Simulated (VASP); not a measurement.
Ho: single point with PBE+U

Crystal: Ho.

```
CELL_PARAMETERS angstrom
3.58000 0.00000 0.00000
-1.79000 3.10037 0.00000
0.00000 0.00000 5.62060
ATOMIC_POSITIONS crystal
Ho 0.33333 0.66667 0.75000
Ho 0.66667 0.33333 0.25000
```

* Program: VASP 6.6.1
* Task: single point
* Functional: PBE
* Potentials or basis: VASP PAW PBE potentials, release 64 (Ho)
* Cutoff: 520 eV
* k mesh: 10 × 10 × 6
* Occupations: gaussian, width 0.05 eV
* Spin: no spin polarisation
* Hubbard terms: Ho f U = 6.0 eV
* Dipole correction: no
* Further INCAR settings: ALGO = Normal; EDIFF = 1e-06; NBANDS = 28

| Item | Value |
| --- | --- |
| Pressure | 2.9 GPa |
| Band gap on the k mesh | zero (band 21 reaches 2.75 eV, above the bottom of band 22 at 2.38 eV) |

Stress tensor (GPa, compression positive):
```
2.71 0.00 0.00
0.00 2.71 0.00
0.00 0.00 3.39
```

Levels at points of the mesh, in eV from the Fermi level:
```
           k point  band 18  band 19  band 20  band 21  band 22  band 23  band 24  band 25
(0.00, 0.00, 0.00)    -3.85    -3.85    -1.93     0.01     0.07     0.94     1.05     1.73
(0.50, 0.00, 0.00)    -3.80    -1.68    -1.05    -0.55     0.04     0.22     0.46     1.19
(0.00, 0.00, 0.50)    -3.86    -3.43    -3.43     0.04     0.04     0.82     0.82     1.79
(0.50, 0.00, 0.50)    -3.82    -1.62    -1.62     0.16     0.16     0.42     0.42     1.31
```

Eigenvalues of the final occupation matrices:
| site | spin | trace | eigenvalues |
| --- | --- | --- | --- |
| site 1 f | 1 | 5.14 | 0.01 0.20 0.99 0.99 0.99 0.99 0.99 |
| site 1 f | 2 | 5.14 | 0.01 0.20 0.99 0.99 0.99 0.99 0.99 |
| site 2 f | 1 | 5.14 | 0.01 0.20 0.99 0.99 0.99 0.99 0.99 |
| site 2 f | 2 | 5.14 | 0.01 0.20 0.99 0.99 0.99 0.99 0.99 |

Wall time 8.9 min on 1 thread of Oxide Virtual Turin-like Processor, on a shared host, peak memory 0.2 GiB.

Caveat: spin-orbit coupling is left out, which moves the levels of the heavy elements; U without spin polarisation on a metal has little footing. Spin polarisation is off, so any magnetic state and its effect on volume and gap are missing.
